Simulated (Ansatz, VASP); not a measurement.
## Ag in VASP and in Ansatz

INCAR

```
ALGO = Fast
EDIFF = 1E-6
EDIFFG = -0.005
ENCUT = 600
GGA = CA
IBRION = 2
ISIF = 3
ISMEAR = 0
LASPH = True
LCHARG = False
LREAL = False
LWAVE = False
NELM = 60
NSW = 100
PREC = Accurate
SIGMA = 0.1
```

KPOINTS

```
k-points
0
Gamma
  18 18 6
```

Contents of POSCAR:

```
Ag
1.0
    2.8531214060      0.0000000000      0.0000000000
   -1.4265607030      2.4708756177      0.0000000000
    0.0000000000      0.0000000000      9.1289430119
Ag
4
Direct
    0.3333333333      0.6666666667      0.2500000000
    0.6666666667      0.3333333333      0.7500000000
    0.0000000000      0.0000000000      0.0000000000
    0.0000000000      0.0000000000      0.5000000000
```

Input for Ansatz:

```yaml
crystal:
  lattice:
    - [2.853121406, 0.0, 0.0]
    - [-1.426560703, 2.4708756177, 0.0]
    - [0.0, 0.0, 9.1289430119]
  atoms:
    - { symbol: Ag, position: [0.3333333333, 0.6666666667, 0.25] }
    - { symbol: Ag, position: [0.6666666667, 0.3333333333, 0.75] }
    - { symbol: Ag, position: [0.0, 0.0, 0.0] }
    - { symbol: Ag, position: [0.0, 0.0, 0.5] }
basis:
  ecutwfc: 420
kpoints:
  mp_grid: { grid: [18, 18, 6] }
hamiltonian:
  xc: lda
scf:
  occupations: { method: gaussian, width: 0.1 }
output:
  forces: true
  stress: true
  eigenvalues: true
relax:
  adjacent_minimum: "off"
  f_tol: 0.005
  max_steps: 80
  cell: { stress_tol: 0.05 }
```

Alike in both runs: task relaxation of cell and atoms; functional LDA; k mesh 18 × 18 × 6; occupations gaussian, width 0.1 eV; no spin polarisation.

|  | VASP | Ansatz |
| --- | --- | --- |
| version | VASP 6.6.1 | Ansatz 0.2.0 |
| potentials or method | VASP PAW LDA potentials, release 64 (Ag), cutoff 600 eV | scalar-relativistic, plane waves, PAW |
| valence electrons in the cell | 44 | 76 |

|  | VASP | Ansatz | Ansatz less VASP |
| --- | --- | --- | --- |
| gap on the k mesh at the Fermi level, each at its own relaxed structure (eV) | none | none | - |
| relaxed volume (Å³/atom) | 16.04 | 16.03 | -0.018 |
| relaxed cell length with the largest relative difference (Å) | 2.831 | 2.829 | -0.0014 |

LDA's correlation is that of Perdew and Zunger in VASP and of Perdew and Wang (1992) in Ansatz. A gap of «none» marks a metal or a gap that the smearing closes. VASP's potentials hold 44 valence electrons a cell and Ansatz's 76, so a difference there can come from the potentials and not from the codes.
